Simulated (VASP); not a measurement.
A run of VASP 6.6.1:

File INCAR:

```
SYSTEM = H23C2NO10
ALGO = Normal
EDIFF = 1E-6
ENCUT = 520
ISIF = 2
ISMEAR = -1
LASPH = .TRUE.
LCHARG = .TRUE.
LELF = .TRUE.
LREAL = Auto
LVHAR = .TRUE.
LWAVE = .FALSE.
NBANDS = 72
NELM = 100
PREC = Accurate
SIGMA = 0.05
```

The input KPOINTS:

```
k-points
0
G
  1 1 1
  0 0 0
```

The input POSCAR:

```
H23C2NO10
1.0
    7.5225990000      0.0000000000      0.0000000000
    0.0000000000      7.5225990000      0.0000000000
    0.0000000000      0.0000000000      7.5225990000
O H C N
10 23 2 1
Direct
    0.3977481719      0.3915402110      0.1978704434
    0.3376891417      0.5774998774      0.7365672423
    0.2274081072      0.7142079486      0.2021242924
    0.3773828699      0.9301040771      0.6889773069
    0.8611651372      0.3428868135      0.9315663376
    0.9024939386      0.1106665396      0.1459070196
    0.9593359954      0.5710260510      0.3169383347
    0.2606147157      0.2385877540     -0.1429160321
    0.0810225296      0.2782017226      0.4447266164
    0.6301545516      0.1717092723      0.4284689374
    0.3636509137      0.5245527510      0.2001834738
    0.3353894046      0.3571903806      0.0834419062
    0.3268285336      0.4564512876      0.7848484280
    0.2882647340      0.5495574070      0.6253157984
    0.1963284232      0.7467498932      0.0820992851
    0.1143354843      0.6302476046      0.2375774649
    0.4622870367      0.9515062547      0.5932258253
    0.3786058515      0.8245687428      0.7518146322
    0.8662697560      0.4738787751      0.9078511296
    0.9228193607      0.3112753983      0.8217505679
    0.8846942393      0.2065908338      0.0614681176
    0.9963444815      0.0346954557      0.0958844144
    0.8607663389      0.5942361144      0.2390264322
    0.9918513535      0.4429187306      0.3579215109
    0.3177226381      0.1421716085     -0.2250286105
    0.1907984195      0.1432882439     -0.0864727736
    0.0289394663      0.1969133274      0.3460240271
    0.2146598536      0.2671151287      0.3968841088
    0.5402919922      0.2118017988      0.3373833964
    0.7162418201      0.1335176845      0.3302449060
    0.9524234909      1.0754527790      0.6873954068
    0.9052323539      0.8901976564      0.5223726534
    0.7489166975      0.9631644595      0.6594662297
    0.8845878931      0.9419085080      0.6579109162
    0.8916067439      0.7888629980      0.7959881950
    0.8892139538      0.6980167360      0.9233112120
```

Potentials or basis: VASP PAW LDA potentials, release 64 (O, H, C, N).

Launch:

```console
$ cat potpaw_LDA.64/O/POTCAR potpaw_LDA.64/H/POTCAR potpaw_LDA.64/C/POTCAR potpaw_LDA.64/N/POTCAR > POTCAR
$ mpirun -np 1 vasp_gam > vasp.out
```

Hardware: 1 thread of Intel Xeon 8259CL, on a shared host.

Problem. Estimate the wall time of this run.

Solution. It took 110 s on 1 thread of Intel Xeon 8259CL, with other jobs on the host, peak memory 0.31 GiB. Counts: scf iterations 18, k points 1.
